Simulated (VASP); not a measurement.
# Ni2H (P-3m1) in VASP: notebook

Runs on Ni2H. Level: LDA. Tasks: relaxation of shape and atoms at fixed volume, single point, relaxation of cell and atoms.

Program: VASP 6.6.1. These are calculated values, not measurements. Logs are shortened: lines on timing, memory, paths and dates and some standing lists are left out, and cuts for length are marked.

### Step 1. The cell of the first run

It takes space group P-3m1 (No. 164, trigonal). Conventional cell: a = 2.507 Å, b = 2.507 Å, c = 4.145 Å, α = 90.00°, β = 90.00°, γ = 120.00°. Within 2.4 Å of Ni (site symmetry 3m) lie 3 H at 1.80 Å. H (site symmetry -3m) has 6 Ni at 1.80 Å within 2.4 Å.

### Step 2. Relaxation of shape and atoms at fixed volume, LDA (volume scaled by 1.02)

INCAR reads:

```
PREC     = Accurate       # precision mode
ENCUT    = 600            # plane-wave cutoff, eV
EDIFF    = 1E-6           # SCF threshold, eV
ISMEAR   = -1             # smearing method
SIGMA    = 0.15           # smearing width, eV
LREAL    = False          # projectors in reciprocal space
LASPH    = True           # aspherical terms in the spheres
NELM     = 100            # most SCF steps
ALGO     = Normal         # electronic algorithm
ISIF     = 4              # what is computed and relaxed
LWAVE    = False          # write WAVECAR
LCHARG   = False          # write CHGCAR
GGA      = CA             # functional
IBRION   = 2              # ionic algorithm
NSW      = 80             # ionic steps
EDIFFG   = -0.001         # ionic threshold
```

KPOINTS reads:

```
Automatic mesh
0
Gamma
  18 18 10
```

POSCAR reads:

```
Ni2H
1.0
    2.5073968166      0.0000000000      0.0000000000
   -1.2536984083      2.1714693405      0.0000000000
    0.0000000000      0.0000000000      4.1449650776
Ni H
2 1
Direct
    0.6666666667      0.3333333333      0.7684489038
    0.3333333333      0.6666666667      0.2875510962
    0.0000000000      0.0000000000      0.0280000000
```

Potentials or basis: VASP PAW LDA potentials, release 64 (Ni, H).

Launch:

```
$ cat potpaw_LDA.64/Ni/POTCAR potpaw_LDA.64/H/POTCAR > POTCAR
$ mpirun -np 1 vasp_std > vasp.out
```

OUTCAR:

```text
PREC = Accurate
   ENCUT = 600
   EDIFF = 1E-6
   ISMEAR = -1
   LREAL = False
   LASPH = True
   NELM = 100
   ISIF = 4
   GGA = CA
   IBRION = 2
   NSW = 80
   EDIFFG = -0.001

 ion  position               nearest neighbor table
   1  0.667  0.333  0.768-   3 1.80   3 1.80   3 1.80   2 2.46   2 2.46   2 2.46   2 2.59   2 2.59
                             2 2.59
   2  0.333  0.667  0.288-   3 1.80   3 1.80   3 1.80   1 2.46   1 2.46   1 2.46   1 2.59   1 2.59
                             1 2.59
   3  0.000  0.000  0.028-   1 1.80   2 1.80   2 1.80   1 1.80   1 1.80   2 1.80

  LATTYP: Found a hexagonal cell.
 ALAT       =     2.5073968166
 C/A-ratio  =     1.6530949749

  Lattice vectors:

 A1 = (   2.5073968166,   0.0000000000,   0.0000000000)
 A2 = (  -1.2536984083,   2.1714693405,   0.0000000000)
 A3 = (   0.0000000000,   0.0000000000,   4.1449650776)

Analysis of symmetry for initial positions (statically):
=====================================================================
 Subroutine PRICEL returns:
 Original cell was already a primitive cell.

 Routine SETGRP: Setting up the symmetry group for a
 hexagonal supercell.

 Subroutine GETGRP returns: Found 12 space group operations
 (whereof  6 operations were pure point group operations)
 out of a pool of 24 trial point group operations.

The static configuration has the point symmetry C_3v.
 The point group associated with its full space group is D_3d.

Analysis of symmetry for dynamics (positions and initial velocities):
=====================================================================
 Subroutine PRICEL returns:
 Original cell was already a primitive cell.

 Routine SETGRP: Setting up the symmetry group for a
 hexagonal supercell.

 Subroutine GETGRP returns: Found 12 space group operations
 (whereof  6 operations were pure point group operations)
 out of a pool of 24 trial point group operations.

The dynamic configuration has the point symmetry C_3v.
 The point group associated with its full space group is D_3d.

 Subroutine INISYM returns: Found 12 space group operations
 (whereof  6 operations are pure point group operations),
 and found     1 'primitive' translations

----------------------------------------------------------------------------------------

                                     Primitive cell

  volume of cell :      22.5682

  direct lattice vectors                    reciprocal lattice vectors
     2.507396817  0.000000000  0.000000000     0.398820001  0.230258835  0.000000000
    -1.253698408  2.171469340  0.000000000     0.000000000  0.460517669  0.000000000
     0.000000000  0.000000000  4.144965078     0.000000000  0.000000000  0.241256556

  length of vectors
     2.507396817  2.507396817  4.144965078     0.460517669  0.460517669  0.241256556

  position of ions in fractional coordinates (direct lattice)
     0.666666667  0.333333333  0.768448904
     0.333333333  0.666666667  0.287551096
     0.000000000  0.000000000  0.028000000

  ion indices of the primitive-cell ions
   primitive index   ion index
                 1           1
                 2           2
                 3           3

----------------------------------------------------------------------------------------

 KPOINTS: Automatic mesh

Automatic generation of k-mesh.
 Grid dimensions read from file:
 generate k-points for:   18   18   10

 Generating k-lattice:

  Cartesian coordinates                     Fractional coordinates (reciprocal lattice)
     0.022156667  0.012792157  0.000000000     0.055555556 -0.000000000  0.000000000
     0.000000000  0.025584315  0.000000000     0.000000000  0.055555556  0.000000000
     0.000000000  0.000000000  0.024125656     0.000000000  0.000000000  0.100000000

  Length of vectors
     0.025584315  0.025584315  0.024125656

  Shift w.r.t. Gamma in fractional coordinates (k-lattice)
     0.000000000  0.000000000  0.000000000

 Subroutine IBZKPT returns following result:
 ===========================================

 Found    330 irreducible k-points:

 Following reciprocal coordinates:
            Coordinates               Weight
  0.000000  0.000000  0.000000      1.000000
  0.055556  0.000000  0.000000      6.000000
  0.111111  0.000000  0.000000      6.000000
  0.166667  0.000000  0.000000      6.000000
  0.222222  0.000000  0.000000      6.000000
  0.277778  0.000000  0.000000      6.000000
[... 16 lines left out ...]
  0.333333  0.111111  0.000000     12.000000
  0.388889  0.111111  0.000000     12.000000
 [... further k-points ...]
   k-points           NKPTS =    330   k-points in BZ     NKDIM =    330   number of bands    NBANDS=     14
   number of dos      NEDOS =    301   number of ions     NIONS =      3
   total plane-waves  NPLWV =  14400
   dimension x,y,z NGX =    20 NGY =   20 NGZ =   36
   dimension x,y,z NGXF=    40 NGYF=   40 NGZF=   72
   ions per type =               2   1
   NGX,Y,Z   is equivalent  to a cutoff of  13.26, 13.26, 14.44 a.u.
   NGXF,Y,Z  is equivalent  to a cutoff of  26.52, 26.52, 28.88 a.u.
 SYSTEM =  unknown system
   PREC   = accura    normal or accurate (medium, high low for compatibility)
   ISTART =      0    job   : 0-new  1-cont  2-samecut
   ICHARG =      2    charge: 1-file 2-atom 10-const
   ISPIN  =      1    spin polarized calculation?
   LNONCOLLINEAR =      F non collinear calculations
   LSORBIT =      F    spin-orbit coupling
   LASPH  =      T    aspherical Exc in radial PAW
   ENCUT  =  600.0 eV  44.10 Ry    6.64 a.u.   5.01  5.01  8.28*2*pi/ulx,y,z
   NELM   =    100;   NELMIN=  2; NELMDL= -5     # of ELM steps
   EDIFF  = 0.1E-05   stopping-criterion for ELM
   LREAL  =      F    real-space projection
   EDIFFG = -.1E-02   stopping-criterion for IOM
   NSW    =     80    number of steps for IOM
   IBRION =      2    ionic relax: 0-MD 1-quasi-New 2-CG
   NFREE  =      1    steps in history (QN), initial steepest desc. (CG)
   ISIF   =      4    stress and relaxation
   ISYM   =      2    0-nonsym 1-usesym 2-fastsym
   POTIM  = 0.5000    time-step for ionic-motion
   TEBEG  =    0.0;   TEEND  =   0.0 temperature during run
   PSTRESS=    0.0 pullay stress
   NELECT =      21.0000    total number of electrons
   NUPDOWN=      -1.0000    fix difference up-down
   EMIN   =  10.00;   EMAX   =-10.00  energy-range for DOS
   EFERMI =   0.00;   METHOD = LEGACY
   ISMEAR =    -1;   SIGMA  =   0.15  broadening in eV -4-tet -1-fermi 0-gaus
   EFERMI_NEDOS =   21; number of points for ismear=-14 and -15
   IALGO  =     38    algorithm
   IMIX   =      4    mixing-type and parameters
     AMIX     =   0.40;   BMIX     =  1.00
     AMIX_MAG =   1.60;   BMIX_MAG =  1.00
  volume/ion in A,a.u.               =       7.52        50.77
  Fermi-wavevector in a.u.,A,eV,Ry     =   1.598265  3.020282 34.755404  2.554450
  Thomas-Fermi vector in A             =   2.695742
   LORBIT       =      0    0 simple, 1 ext, 2 COOP (PROOUT), +10 PAW based schemes
   GGA     = CA    functional components
   LHFCALC =     F    Hartree Fock is set to
   AEXX    =    0.0000 exact exchange contribution
   IVDW    =     0    specifies the selected vdW correction
   LEPSILON=     F    determine dielectric tensor
   LRPA    =     F    only Hartree local field effects (RPA)
 conjugate gradient relaxation of ions
 non-spin polarized calculation
  energy-cutoff  :      600.00
  volume of cell :       22.57
 maximum number of plane-waves:       771
   NGX =  9   NGY =  9   NGZ = 17

--------------------------------------- Ionic step        1  -------------------------------------------

 number of electron      20.9999998 magnetization

 Free energy of the ion-electron system (eV)
  ---------------------------------------------------
  ext. energy  EPLUGINS =         0.00000000
  ---------------------------------------------------
  free energy    TOTEN  =       -17.03060787 eV

  energy without entropy =      -16.79712884  energy(sigma->0) =      -16.91386835

------------------------ aborting loop because EDIFF is reached ----------------------------------------

  FORCE on cell =-STRESS in cart. coord.  units (eV):
  Direction    XX          YY          ZZ          XY          YZ          ZX
  --------------------------------------------------------------------------------------
  -------------------------------------------------------------------------------------
  Total       -0.6148760     -0.6148760     -0.6422976      0.0000000      0.0000000      0.0000000
  in kB      -43.6516317    -43.6516317    -45.5983586      0.0000000      0.0000000      0.0000000
  external PRESSURE =     -44.3005407 kB  Pullay stress =       0.0000000 kB
[... 133 lines left out ...]
  energy  without entropy=      -16.7970254612  energy(sigma->0) =      -16.91382132

--------------------------------------- Ionic step        5  -------------------------------------------

 number of electron      20.9999998 magnetization

 Free energy of the ion-electron system (eV)
  ---------------------------------------------------
  ext. energy  EPLUGINS =         0.00000000
  ---------------------------------------------------
  free energy    TOTEN  =       -17.03061727 eV

  energy without entropy =      -16.79706502  energy(sigma->0) =      -16.91384115

 E-fermi :   9.5228     XC(G=0): -13.8156

 val. band max:        9.5167251940   @ k =   0.0000   0.1111   0.2000
 cond. band min:       9.5312556070   @ k =   0.4444   0.0000   0.2000
 fundamental gap:      0.0145304129
 Fermi energy:         9.5228283427

 k-point     1 :       0.0000    0.0000    0.0000
  band No.  band energies     occupation
      1      -2.0713      2.00000
      2       4.6290      2.00000
      3       6.5011      2.00000
      4       7.4428      2.00000
      5       7.4428      2.00000
      6       7.4802      2.00000
      7       7.7291      1.99999
      8       7.7291      1.99999
      9       8.1891      1.99972
     10       8.1891      1.99972
     11       9.0737      1.90465
     12       9.0737      1.90465
     13      14.2872      0.00000
     14      24.9159      0.00000
[... 375 lines left out ...]
 k-point    24 :       0.3889    0.1111    0.0000
  band No.  band energies     occupation
      1       2.1311      2.00000
      2       5.1526      2.00000
      3       5.6554      2.00000
      4       6.4771      2.00000
      5       7.1797      2.00000
      6       7.3169      2.00000
      7       7.7287      1.99999
      8       9.0558      1.91488
      9       9.2091      1.78011
     10       9.2413      1.73446
     11      10.0586      0.05466
     12      12.8950      0.00000
     13      16.5376      0.00000
     14      17.4049      0.00000

 [... further k-points ...]

------------------------ aborting loop because EDIFF is reached ----------------------------------------

  FORCE on cell =-STRESS in cart. coord.  units (eV):
  Direction    XX          YY          ZZ          XY          YZ          ZX
  --------------------------------------------------------------------------------------
  -------------------------------------------------------------------------------------
  Total       -0.6305521     -0.6305521     -0.6322424      0.0000000      0.0000000      0.0000000
  in kB      -44.7645183    -44.7645183    -44.8845161      0.0000000      0.0000000      0.0000000
  external PRESSURE =     -44.8045176 kB  Pullay stress =       0.0000000 kB
[... 18 lines left out ...]
  FREE ENERGIE OF THE ION-ELECTRON SYSTEM (eV)
  ---------------------------------------------------
  free  energy   TOTEN  =       -17.0306172743 eV

  energy  without entropy=      -16.7970650228  energy(sigma->0) =      -16.91384115

 reached required accuracy - stopping structural energy minimisation
```

Run time: 2.4 min. Hardware: 1 thread of Intel Xeon 6975P-C, shared host; peak memory 0.24 GiB.

Results:

```yaml
Free_energy: -17.0306 eV
Energy_gained_by_relaxing: 0.0 meV/atom
Ionic_steps: 5
Pressure_after_relaxing: -4.5 GPa
```

Final structure:
```xyz
3
Lattice="2.5081 0.0000 0.0000 -1.2540 2.1721 0.0000 0.0000 0.0000 4.1427" Properties=species:S:1:pos:R:3 pbc="T T T"
Ni    1.2540    0.7240    3.1837
Ni    0.0000    1.4480    1.1910
H     0.0000    0.0000    0.1160
```

Caveat: the cell differs from its parent crystal (volume scaled by 1.02). Spin polarisation is off, so any magnetic state and its effect on volume and gap are missing.

### Step 3. Single point, LDA

This run uses another cell than the first one, of 7.38 Å³/atom, 0.980 times its volume.

INCAR reads:

```
ALGO = Normal ; EDIFF = 1E-6
ENCUT = 520 ; ISIF = 2
ISMEAR = -1 ; LASPH = T
LCHARG = F ; LREAL = F
LWAVE = F ; NBANDS = 18
NELM = 60 ; PREC = Accurate
SIGMA = 0.15
```

KPOINTS reads:

```
k-points
0
Gamma
  18 18 10
```

POSCAR reads:

```
Ni2H
1.0
    2.4909003102      0.0000000000      0.0000000000
   -1.2454501551      2.1571829470      0.0000000000
    0.0000000000      0.0000000000      4.1176947575
Ni H
2 1
Direct
    0.6666666667      0.3333333333      0.7684489024
    0.3333333333      0.6666666667      0.2875510976
    0.0000000000      0.0000000000      0.0280000000
```

Potentials or basis: VASP PAW LDA potentials, release 64 (Ni, H).

Launch:

```
$ cat potpaw_LDA.64/Ni/POTCAR potpaw_LDA.64/H/POTCAR > POTCAR
$ mpirun -np 1 vasp_std > vasp.out
```

Wall time 54 s (1 thread of AMD EPYC 9R45 (Zen 5), shared host); peak memory 0.19 GiB.

It converged, with:

* Free energy: -17.0362 eV
* Pressure: 0.1 GPa
* Largest force: 0.014 eV/Å

Forces on the atoms (eV/Å):
```
Ni   0.000  0.000 -0.014
Ni   0.000  0.000  0.014
H    0.000  0.000  0.000
```

Stress tensor (GPa, compression positive):
```
0.17 0.00 0.00
0.00 0.17 0.00
0.00 0.00 0.00
```

Levels at points of the mesh, in eV from the Fermi level:
| k point | band 7 | band 8 | band 9 | band 10 | band 11 | band 12 | band 13 | band 14 | band 15 | band 16 |
| --- | --- | --- | --- | --- | --- | --- | --- | --- | --- | --- |
| (0.00, 0.00, 0.00) | -1.84 | -1.84 | -1.37 | -1.37 | -0.46 | -0.46 | 4.87 | 15.58 | 23.42 | 23.42 |
| (0.50, 0.00, 0.00) | -1.82 | -0.26 | -0.25 | -0.13 | 0.61 | 2.67 | 7.69 | 8.00 | 9.24 | 12.78 |
| (0.00, 0.00, 0.50) | -2.12 | -2.12 | -0.74 | -0.74 | -0.69 | -0.69 | 11.19 | 12.02 | 17.57 | 22.42 |
| (0.50, 0.00, 0.50) | -1.31 | -0.90 | -0.19 | -0.18 | 0.32 | 0.58 | 5.75 | 5.76 | 13.90 | 16.13 |

Spin polarisation is off, so any magnetic state and its effect on volume and gap are missing.

(Part 1 of 2 ends here.)
